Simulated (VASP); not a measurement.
# Nb16C (a cell with a defect) in VASP: single point with PBE+D3(BJ)

Aim: the single point of Nb16C (a cell with a defect) with PBE+D3(BJ).

Program: VASP 6.6.1. These are calculated values, not measurements. Logs are shortened: lines on timing, memory, paths and dates and some standing lists are left out, and cuts for length are marked.

**1. The cell of the first run**

The cell holds a defect, 17 atoms: a = 6.600 Å, b = 6.600 Å, c = 6.600 Å, α = 90.00°, β = 90.00°, γ = 90.00°.

**2. Single point, PBE+D3(BJ)**

INCAR

```
SYSTEM = Nb16C
ALGO = Normal
EDIFF = 1E-6
ENCUT = 520
GGA = PE
ISIF = 2
ISMEAR = -1
IVDW = 12
LASPH = .TRUE.
LCHARG = .FALSE.
LREAL = Auto
LWAVE = .FALSE.
NBANDS = 120
NELM = 100
PREC = Accurate
SIGMA = 0.05
```

KPOINTS

```
k-points
0
G
  2 2 2
  0 0 0
```

POSCAR

```
Nb16C
1.0
    6.6000000000      0.0000000000      0.0000000000
    0.0000000000      6.6000000000      0.0000000000
    0.0000000000      0.0000000000      6.6000000000
Nb C
16 1
Direct
    0.0012121285     -0.0060440181     -0.0002364749
    0.5135053339     -0.0060821550     -0.0002350790
    0.0011567563      0.5061801579     -0.0002357555
    0.0191470725      0.0119359794      0.4997264483
    0.2573461249      0.2500431868      0.2443004351
    0.5134447058      0.5061147476     -0.0002358107
    0.4953788393      0.0118864152      0.4998057903
    0.7573025142      0.2500398685      0.2518149734
    0.0191485746      0.4881592040      0.4997317360
    0.2572298104      0.7500496605      0.2518196092
    0.2572927157      0.2500376955      0.7552271670
    0.4953804708      0.4881976254      0.4998096405
    0.7571931249      0.7500385294      0.2971647740
    0.7572948029      0.2500464392      0.7477339409
    0.2573053813      0.7500448056      0.7478080768
    0.7573089009      0.7500517524      0.7023154817
    0.7572759431      0.7500372056     -0.0002575530
```

Potentials or basis: VASP PAW PBE potentials, release 64 (Nb_sv, C).

Command:

```console
$ cat potpaw_PBE.64/Nb_sv/POTCAR potpaw_PBE.64/C/POTCAR > POTCAR
$ mpirun -np 1 vasp_std > vasp.out
```

OUTCAR:

```text
SYSTEM = Nb16C
   EDIFF = 1E-6
   ENCUT = 520
   GGA = PE
   ISIF = 2
   ISMEAR = -1
   IVDW = 12
   LASPH = .TRUE.
   LREAL = Auto
   NELM = 100
   PREC = Accurate
 IVDW          = 12

 ion  position               nearest neighbor table
   1  0.001  0.994  1.000-  17 2.28  15 2.87  10 2.87  14 2.87   8 2.87  11 2.88   5 2.88  16 3.01
                            13 3.01
   2  0.514  0.994  1.000-  17 2.28  14 2.87   8 2.87  15 2.87  10 2.87   5 2.88  11 2.88  13 3.01
                            16 3.01
   3  0.001  0.506  1.000-  17 2.28  15 2.87  10 2.87  14 2.87   8 2.87  11 2.88   5 2.88  16 3.01
                            13 3.01
   4  0.019  0.012  0.500-  16 2.79  13 2.79   5 2.79  11 2.79   8 2.85  10 2.85  14 2.85  15 2.85

   5  0.257  0.250  0.244-   7 2.79  12 2.79   4 2.79   9 2.79   6 2.88   1 2.88   2 2.88   3 2.88

   6  0.513  0.506  1.000-  17 2.28  14 2.87   8 2.87  15 2.87  10 2.87   5 2.88  11 2.88  13 3.01
                            16 3.01
   7  0.495  0.012  0.500-  13 2.79  16 2.79  11 2.79   5 2.79  15 2.85  10 2.85  14 2.85   8 2.85

   8  0.757  0.250  0.252-   4 2.85   9 2.85   7 2.85  12 2.85   2 2.87   6 2.87   1 2.87   3 2.87

   9  0.019  0.488  0.500-  16 2.79  13 2.79   5 2.79  11 2.79   8 2.85  10 2.85  14 2.85  15 2.85

  10  0.257  0.750  0.252-   4 2.85   9 2.85   7 2.85  12 2.85   1 2.87   3 2.87   2 2.87   6 2.87

  11  0.257  0.250  0.755-   7 2.79  12 2.79   4 2.79   9 2.79   1 2.88   6 2.88   3 2.88   2 2.88

  12  0.495  0.488  0.500-  13 2.79  16 2.79  11 2.79   5 2.79  15 2.85  10 2.85  14 2.85   8 2.85

  13  0.757  0.750  0.297-  17 1.96  16 2.67  12 2.79   7 2.79   9 2.79   4 2.79   2 3.01   6 3.01
                             3 3.01   1 3.01
  14  0.757  0.250  0.748-   9 2.85   4 2.85  12 2.85   7 2.85   6 2.87   2 2.87   3 2.87   1 2.87

  15  0.257  0.750  0.748-   7 2.85  12 2.85   9 2.85   4 2.85   1 2.87   3 2.87   6 2.87   2 2.87

  16  0.757  0.750  0.702-  17 1.96  13 2.67   7 2.79  12 2.79   4 2.79   9 2.79   2 3.01   3 3.01
                             6 3.01   1 3.01
  17  0.757  0.750  1.000-  13 1.96  16 1.96   2 2.28   3 2.28   6 2.28   1 2.28

  LATTYP: Found a simple cubic cell.
 ALAT       =     6.6000000000

  Lattice vectors:

 A1 = (   6.6000000000,   0.0000000000,   0.0000000000)
 A2 = (   0.0000000000,   6.6000000000,   0.0000000000)
 A3 = (   0.0000000000,   0.0000000000,   6.6000000000)

Analysis of symmetry for initial positions (statically):
=====================================================================
 Subroutine PRICEL returns:
 Original cell was already a primitive cell.

 Routine SETGRP: Setting up the symmetry group for a
 simple cubic supercell.

 Subroutine GETGRP returns: Found  1 space group operations
 (whereof  1 operations were pure point group operations)
 out of a pool of 48 trial point group operations.

The static configuration has the point symmetry C_1 .

Analysis of symmetry for dynamics (positions and initial velocities):
=====================================================================
 Subroutine PRICEL returns:
 Original cell was already a primitive cell.

 Routine SETGRP: Setting up the symmetry group for a
 simple cubic supercell.

 Subroutine GETGRP returns: Found  1 space group operations
 (whereof  1 operations were pure point group operations)
 out of a pool of 48 trial point group operations.

The dynamic configuration has the point symmetry C_1 .

 Subroutine INISYM returns: Found  1 space group operations
 (whereof  1 operations are pure point group operations),
 and found     1 'primitive' translations

----------------------------------------------------------------------------------------

                                     Primitive cell

  volume of cell :     287.4960

  direct lattice vectors                    reciprocal lattice vectors
     6.600000000  0.000000000  0.000000000     0.151515152  0.000000000  0.000000000
     0.000000000  6.600000000  0.000000000     0.000000000  0.151515152  0.000000000
     0.000000000  0.000000000  6.600000000     0.000000000  0.000000000  0.151515152

  length of vectors
     6.600000000  6.600000000  6.600000000     0.151515152  0.151515152  0.151515152

  position of ions in fractional coordinates (direct lattice)
     0.001212129  0.993955982  0.999763525
     0.513505334  0.993917845  0.999764921
     0.001156756  0.506180158  0.999764244
     0.019147072  0.011935979  0.499726448
     0.257346125  0.250043187  0.244300435
     0.513444706  0.506114748  0.999764189
[... 9 lines left out ...]
     0.757308901  0.750051752  0.702315482
     0.757275943  0.750037206  0.999742447

  ion indices of the primitive-cell ions
   primitive index   ion index
                 1           1
                 2           2
                 3           3
                 4           4
                 5           5
                 6           6
[... 9 lines left out ...]
                16          16
                17          17

----------------------------------------------------------------------------------------

 KPOINTS: k-points

Automatic generation of k-mesh.
 Grid dimensions read from file:
 generate k-points for:    2    2    2

 Generating k-lattice:

  Cartesian coordinates                     Fractional coordinates (reciprocal lattice)
     0.075757576  0.000000000  0.000000000     0.500000000  0.000000000  0.000000000
     0.000000000  0.075757576  0.000000000     0.000000000  0.500000000  0.000000000
     0.000000000  0.000000000  0.075757576     0.000000000  0.000000000  0.500000000

  Length of vectors
     0.075757576  0.075757576  0.075757576

  Shift w.r.t. Gamma in fractional coordinates (k-lattice)
     0.000000000  0.000000000  0.000000000

 Subroutine IBZKPT returns following result:
 ===========================================

 Found      8 irreducible k-points:

 Following reciprocal coordinates:
            Coordinates               Weight
  0.000000  0.000000  0.000000      1.000000
  0.500000  0.000000  0.000000      1.000000
  0.000000  0.500000  0.000000      1.000000
  0.000000  0.000000  0.500000      1.000000
  0.500000  0.500000  0.000000      1.000000
  0.000000  0.500000  0.500000      1.000000
  0.500000  0.000000  0.500000      1.000000
  0.500000  0.500000  0.500000      1.000000
   k-points           NKPTS =      8   k-points in BZ     NKDIM =      8   number of bands    NBANDS=    120
   number of dos      NEDOS =    301   number of ions     NIONS =     17
   total plane-waves  NPLWV = 125000
   dimension x,y,z NGX =    50 NGY =   50 NGZ =   50
   dimension x,y,z NGXF=   100 NGYF=  100 NGZF=  100
   ions per type =              16   1
   NGX,Y,Z   is equivalent  to a cutoff of  12.59, 12.59, 12.59 a.u.
   NGXF,Y,Z  is equivalent  to a cutoff of  25.19, 25.19, 25.19 a.u.
 SYSTEM =  Nb16C
   PREC   = accura    normal or accurate (medium, high low for compatibility)
   ISTART =      0    job   : 0-new  1-cont  2-samecut
   ICHARG =      2    charge: 1-file 2-atom 10-const
   ISPIN  =      1    spin polarized calculation?
   LNONCOLLINEAR =      F non collinear calculations
   LSORBIT =      F    spin-orbit coupling
   LASPH  =      T    aspherical Exc in radial PAW
   ENCUT  =  520.0 eV  38.22 Ry    6.18 a.u.  12.27 12.27 12.27*2*pi/ulx,y,z
   NELM   =    100;   NELMIN=  2; NELMDL= -5     # of ELM steps
   EDIFF  = 0.1E-05   stopping-criterion for ELM
   LREAL  =      T    real-space projection
   EDIFFG = 0.1E-04   stopping-criterion for IOM
   NSW    =      0    number of steps for IOM
   IBRION =     -1    ionic relax: 0-MD 1-quasi-New 2-CG
   NFREE  =      0    steps in history (QN), initial steepest desc. (CG)
   ISIF   =      2    stress and relaxation
   ISYM   =      2    0-nonsym 1-usesym 2-fastsym
   POTIM  = 0.5000    time-step for ionic-motion
   TEBEG  =    0.0;   TEEND  =   0.0 temperature during run
   PSTRESS=    0.0 pullay stress
   NELECT =     212.0000    total number of electrons
   NUPDOWN=      -1.0000    fix difference up-down
   EMIN   =  10.00;   EMAX   =-10.00  energy-range for DOS
   EFERMI =   0.00;   METHOD = LEGACY
   ISMEAR =    -1;   SIGMA  =   0.05  broadening in eV -4-tet -1-fermi 0-gaus
   EFERMI_NEDOS =   21; number of points for ismear=-14 and -15
   IALGO  =     38    algorithm
   IMIX   =      4    mixing-type and parameters
     AMIX     =   0.40;   BMIX     =  1.00
     AMIX_MAG =   1.60;   BMIX_MAG =  1.00
  volume/ion in A,a.u.               =      16.91       114.12
  Fermi-wavevector in a.u.,A,eV,Ry     =   1.479027  2.794956 29.763039  2.187522
  Thomas-Fermi vector in A             =   2.593236
   LORBIT       =      0    0 simple, 1 ext, 2 COOP (PROOUT), +10 PAW based schemes
   GGA     = PE    functional components
   LHFCALC =     F    Hartree Fock is set to
   AEXX    =    0.0000 exact exchange contribution
   IVDW    =    12    specifies the selected vdW correction
   LEPSILON=     F    determine dielectric tensor
   LRPA    =     F    only Hartree local field effects (RPA)
 non-spin polarized calculation
  energy-cutoff  :      520.00
  volume of cell :      287.50
 maximum number of plane-waves:      7809
 NGX is ok and might be reduce to    50
   NGX = 25   NGY = 25   NGZ = 25

 number of electron     212.0000010 magnetization

 Free energy of the ion-electron system (eV)
  ---------------------------------------------------
  ext. energy  EPLUGINS =         0.00000000
  ---------------------------------------------------
  free energy    TOTEN  =      -173.59357655 eV

  energy without entropy =     -173.48706723  energy(sigma->0) =     -173.54032189

 E-fermi :  11.5196     XC(G=0): -12.6332

 val. band max:       11.4500803529   @ k =   0.0000   0.0000   0.5000
 cond. band min:      11.5340985019   @ k =   0.5000   0.0000   0.5000
 fundamental gap:      0.0840181489
 Fermi energy:        11.5195676626

 k-point     1 :       0.0000    0.0000    0.0000
  band No.  band energies     occupation
      1     -43.0136      2.00000
      2     -42.8925      2.00000
      3     -42.8924      2.00000
      4     -42.8710      2.00000
      5     -42.8125      2.00000
      6     -42.7575      2.00000
[... 110 lines left out ...]
    117      13.5293      0.00000
    118      13.5304      0.00000
[... 845 lines left out ...]
    117      14.2633      0.00000
    118      14.4408      0.00000
 [bands above 118 left out]

------------------------ aborting loop because EDIFF is reached ----------------------------------------

 Edisp (eV)  -12.23520

 E8    (eV) :    -5.9015

  FORCE on cell =-STRESS in cart. coord.  units (eV):
  Direction    XX          YY          ZZ          XY          YZ          ZX
  --------------------------------------------------------------------------------------
  -------------------------------------------------------------------------------------
  Total      -4.84236    -4.82595    11.64338    -0.00052     0.00080     0.00076
  in kB     -26.98584   -26.89441    64.88704    -0.00290     0.00443     0.00425
  external pressure =        3.67 kB  Pullay stress =        0.00 kB

 VOLUME and BASIS-vectors are now :
 -----------------------------------------------------------------------------
  energy-cutoff  :      520.00
  volume of cell :      287.50
      direct lattice vectors                 reciprocal lattice vectors
     6.600000000  0.000000000  0.000000000     0.151515152  0.000000000  0.000000000
     0.000000000  6.600000000  0.000000000     0.000000000  0.151515152  0.000000000
     0.000000000  0.000000000  6.600000000     0.000000000  0.000000000  0.151515152

 POSITION                                       TOTAL-FORCE (eV/Angst)
 -----------------------------------------------------------------------------------
      0.00800      6.56011      6.59844         0.001411      0.000252      0.000836
      3.38914      6.55986      6.59845        -0.009597      0.004332      0.001125
      0.00763      3.34079      6.59844         0.005276     -0.004131      0.000534
      0.12637      0.07878      3.29819        -0.003443     -0.006075      0.002503
      1.69848      1.65029      1.61238        -0.003243      0.000054      0.010005
      3.38874      3.34036      6.59844        -0.005435     -0.000509      0.001089
[... 9 lines left out ...]
      4.99824      4.95034      4.63528         0.001267     -0.000457      0.014015
      4.99802      4.95025      6.59830        -0.001065      0.000530     -0.001467
 -----------------------------------------------------------------------------------
    total drift:                               -0.008771      0.000584     -0.002587

  FREE ENERGIE OF THE ION-ELECTRON SYSTEM (eV)
  ---------------------------------------------------
  free  energy   TOTEN  =      -185.8287799543 eV

  energy  without entropy=     -185.7222706269  energy(sigma->0) =     -185.77552529
```

Wall time 16 min (1 thread of AMD EPYC 7R13 (Zen 3), shared host); peak memory 0.42 GiB.

Results:

```yaml
Free_energy: -185.8288 eV
Pressure: 0.4 GPa
Largest_force: 0.014 eV/Å
Band_gap_on_the_k_mesh: zero (band 106 reaches 12.17 eV, above the bottom of band 107 at 10.42 eV)
Dispersion_energy_per_atom: -0.720 eV
```

Forces on the atoms (eV/Å):
```
Nb   0.001  0.000  0.001
Nb  -0.010  0.004  0.001
Nb   0.005 -0.004  0.001
Nb  -0.003 -0.006  0.003
Nb  -0.003  0.000  0.010
Nb  -0.005 -0.001  0.001
Nb   0.005 -0.001 -0.002
Nb  -0.001  0.000 -0.014
Nb  -0.004  0.006  0.002
Nb   0.004  0.000 -0.013
Nb   0.002  0.000 -0.009
Nb   0.004  0.001 -0.002
Nb   0.005  0.000 -0.010
Nb   0.002  0.000  0.011
Nb  -0.002  0.000  0.008
Nb   0.001  0.000  0.014
C   -0.001  0.001 -0.001
```

Levels at points of the mesh, in eV from the Fermi level:
| k point | band 102 | band 103 | band 104 | band 105 | band 106 | band 107 | band 108 | band 109 | band 110 | band 111 |
| --- | --- | --- | --- | --- | --- | --- | --- | --- | --- | --- |
| (0.00, 0.00, 0.00) | 0.27 | 0.27 | 0.64 | 0.65 | 0.65 | 0.77 | 0.77 | 0.81 | 0.83 | 0.96 |
| (0.50, 0.00, 0.00) | -0.29 | -0.23 | 0.02 | 0.12 | 0.17 | 0.26 | 0.31 | 0.32 | 0.39 | 0.51 |
| (0.00, 0.50, 0.00) | -0.29 | -0.23 | 0.02 | 0.12 | 0.17 | 0.26 | 0.31 | 0.32 | 0.39 | 0.50 |
| (0.00, 0.00, 0.50) | -0.28 | -0.07 | -0.07 | 0.08 | 0.08 | 0.40 | 0.40 | 0.55 | 0.56 | 0.56 |
| (0.50, 0.50, 0.00) | -0.50 | -0.47 | -0.47 | -0.45 | -0.45 | -0.37 | -0.17 | 0.07 | 0.85 | 0.89 |
| (0.00, 0.50, 0.50) | -0.50 | -0.44 | -0.37 | -0.34 | -0.30 | -0.20 | -0.16 | 0.02 | 0.26 | 0.63 |
| (0.50, 0.00, 0.50) | -0.50 | -0.44 | -0.37 | -0.33 | -0.30 | -0.20 | -0.16 | 0.01 | 0.26 | 0.63 |
| (0.50, 0.50, 0.50) | -1.21 | -1.17 | -1.17 | -1.17 | -1.13 | -1.10 | -1.07 | -1.03 | -0.92 | -0.92 |

Caveat: the k points lie up to 0.48 Å⁻¹ apart.
